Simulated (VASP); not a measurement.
Here is a VASP 6.6.1 calculation.

File INCAR:

```
SYSTEM = Al24N25
PREC     = Accurate       ! precision mode
ENCUT    = 520            ! plane-wave cutoff, eV
EDIFF    = 1E-6           ! SCF threshold, eV
ISMEAR   = 0              ! smearing method
SIGMA    = 0.01           ! smearing width, eV
LREAL    = Auto         
LASPH    = .TRUE.         ! aspherical terms in the spheres
NELM     = 60             ! most SCF steps
ALGO     = Normal         ! electronic algorithm
ISIF     = 2              ! what is computed and relaxed
LWAVE    = .FALSE.        ! write WAVECAR
LCHARG   = .FALSE.        ! write CHGCAR
GGA      = PE             ! functional
NELECT   = 198.0        
NBANDS   = 128            ! bands
```

Contents of KPOINTS:

```
Automatic mesh
0
G
  2 2 2
  0 0 0
```

POSCAR

```
Al24N25
1.0
    6.2604168406      0.0000000000     -5.0180433216
   -3.1302084203     -5.4216800222     -5.0180433216
   -3.1302084203      5.4216800222     -5.0180433216
Al N
24 25
Direct
    0.1685026965      0.3400429589      0.0030474513
    0.3324972895      0.5039234591      0.6668151751
    0.0030474513      0.1685026965      0.3400429589
    0.8321360040      0.4874045959      0.1688315621
    0.4874045959      0.1688315621      0.8321360040
    0.6668151751      0.3324972895      0.5039234591
    0.3400429589      0.0030474513      0.1685026965
   -0.0023970713      0.6663446866      0.8306771378
    0.1688315621      0.8321360040      0.4874045959
    0.6663446866      0.8306771378     -0.0023970713
    0.8306771378     -0.0023970713      0.6663446866
    0.5039234591      0.6668151751      0.3324972895
    0.8345517434      0.1555900689     -0.0034283606
    0.0010235121      0.3377689987      0.6668067129
    0.6668067129      0.0010235121      0.3377689987
    0.5022434944      0.3314705677      0.1684822630
    0.1555900689     -0.0034283606      0.8345517434
    0.3314705677      0.1684822630      0.5022434944
   -0.0034283606      0.8345517434      0.1555900689
    0.6684846044      0.4971280781      0.8348707165
    0.8348707165      0.6684846044      0.4971280781
    0.3377689987      0.6668067129      0.0010235121
    0.4971280781      0.8348707165      0.6684846044
    0.1684822630      0.5022434944      0.3314705677
    0.0470791893      0.2263001014      0.8709838690
    0.2065480156      0.3769039801      0.5382000841
    0.8709838690      0.0470791893      0.2263001014
    0.7061019370      0.3636764157      0.0388372925
    0.3636764157      0.0388372925      0.7061019370
    0.5382000841      0.2065480156      0.3769039801
    0.2263001014      0.8709838690      0.0470791893
    0.8705860240      0.5401101701      0.7022247972
    0.0388372925      0.7061019370      0.3636764157
    0.5401101701      0.7022247972      0.8705860240
    0.7022247972      0.8705860240      0.5401101701
    0.3769039801      0.5382000841      0.2065480156
    0.0422656500      0.3725112001      0.2102190064
    0.2071804406      0.5461515210      0.8735131558
    0.8735131558      0.2071804406      0.5461515210
    0.7070517199      0.5361117482      0.3736527080
    0.3725112001      0.2102190064      0.0422656500
    0.5361117482      0.3736527080      0.7070517199
    0.2102190064      0.0422656500      0.3725112001
    0.8630055153      0.6857005493      0.0372271045
    0.0372271045      0.8630055153      0.6857005493
    0.5461515210      0.8735131558      0.2071804406
    0.6857005493      0.0372271045      0.8630055153
    0.3736527080      0.7070517199      0.5361117482
    0.9555950158      0.9555950158      0.9555950158
```

Potentials or basis: VASP PAW PBE potentials, release 64 (Al, N).

Launch:

```sh
$ cat potpaw_PBE.64/Al/POTCAR potpaw_PBE.64/N/POTCAR > POTCAR
$ mpirun -np 1 vasp_std > vasp.out
```

Question: Predict the largest force.

Answer: 0.011 eV/Å.

Forces on the atoms (eV/Å):
```
Al   0.001 -0.002  0.000
Al   0.002  0.005  0.001
Al  -0.002  0.000  0.000
Al   0.003  0.001  0.004
Al  -0.002  0.002  0.004
Al   0.003 -0.004  0.001
Al   0.001  0.002  0.000
Al   0.000  0.001 -0.005
Al  -0.001 -0.003  0.004
Al   0.000 -0.001 -0.005
Al   0.001  0.000 -0.005
Al  -0.005  0.000  0.001
Al  -0.006  0.002  0.000
Al   0.001  0.001  0.005
Al   0.000 -0.001  0.005
Al  -0.001 -0.001  0.001
Al   0.001 -0.006  0.000
Al   0.002  0.000  0.001
Al   0.005  0.004  0.000
Al  -0.001 -0.006 -0.001
Al  -0.005  0.004 -0.001
Al  -0.001  0.001  0.005
Al   0.006  0.002 -0.001
Al  -0.001  0.001  0.001
N    0.001 -0.005 -0.004
N    0.000  0.000  0.000
N   -0.005  0.002 -0.004
N   -0.001  0.003 -0.001
N   -0.002 -0.002 -0.001
N    0.000  0.000  0.000
N    0.004  0.003 -0.004
N    0.002  0.001  0.002
N    0.003 -0.001 -0.001
N   -0.002  0.001  0.002
N    0.000 -0.002  0.002
N    0.000  0.000  0.000
N    0.000  0.001 -0.002
N    0.002  0.003 -0.002
N    0.002 -0.003 -0.002
N    0.002  0.000  0.001
N   -0.001  0.000 -0.002
N   -0.001  0.002  0.001
N    0.001 -0.001 -0.002
N    0.000 -0.002 -0.002
N   -0.001  0.001 -0.002
N   -0.004  0.000 -0.002
N    0.001  0.001 -0.002
N   -0.001 -0.002  0.001
N    0.000  0.000  0.011
```

Caveat: the cell carries a net charge on a neutralising background, which shifts energy and pressure; the cell differs from its parent crystal (with an interstitial atom, then relaxed in part).
